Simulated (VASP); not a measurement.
Wanted: the native input for a VASP 6.6.1 run.

```
Task                   : single point
Functional             : PBEsol
Potentials or basis    : VASP PAW PBE potentials, release 64 (Ti_sv)
Cutoff                 : 520 eV
k mesh                 : 8 × 8 × 12
Occupations            : methfessel-paxton, width 0.05 eV
Spin                   : no spin polarisation
Dipole correction      : no
Further INCAR settings : ALGO = Normal; EDIFF = 1e-06; NBANDS = 25
```

The structure of Ti lies in POSCAR:

```
Ti
1.0
    4.6000000000      0.0000000000      0.0000000000
   -2.3000000000      3.9837170000      0.0000000000
    0.0000000000      0.0000000000      2.8200000000
Ti
3
Direct
    0.0000000000      0.0000000000      0.0000000000
    0.3333333333      0.6666666667      0.5000000000
    0.6666666667      0.3333333333      0.5000000000
```

These files were run (other wordings do the same):

INCAR

```
SYSTEM = Ti
  ALGO = Normal
  EDIFF = 1E-6
  ENCUT = 520
  GGA = PS
  ISIF = 2
  ISMEAR = 1
  LASPH = .TRUE.
  LCHARG = .FALSE.
  LREAL = .FALSE.
  LWAVE = .FALSE.
  NBANDS = 25
  NELM = 100
  PREC = Accurate
  SIGMA = 0.05
```

KPOINTS

```
k-points
0
G
  8 8 12
  0 0 0
```

Potentials or basis: VASP PAW PBE potentials, release 64 (Ti_sv).

Run with:

```bash
$ cat potpaw_PBE.64/Ti_sv/POTCAR > POTCAR
$ mpirun -np 1 vasp_std > vasp.out
```

Results of the run:

```yaml
Pressure: -5.0 GPa
Band_gap_on_the_k_mesh: zero (band 18 reaches 8.35 eV, above the bottom of band 19 at 8.04 eV)
```

Caveat: the PAW data sets were made with another functional, which shifts forces and pressure a little.

Run time: 100 s on 1 thread of AMD EPYC 7R43 64-Core Processor (Zen 3) (shared host), peak memory 0.18 GiB.
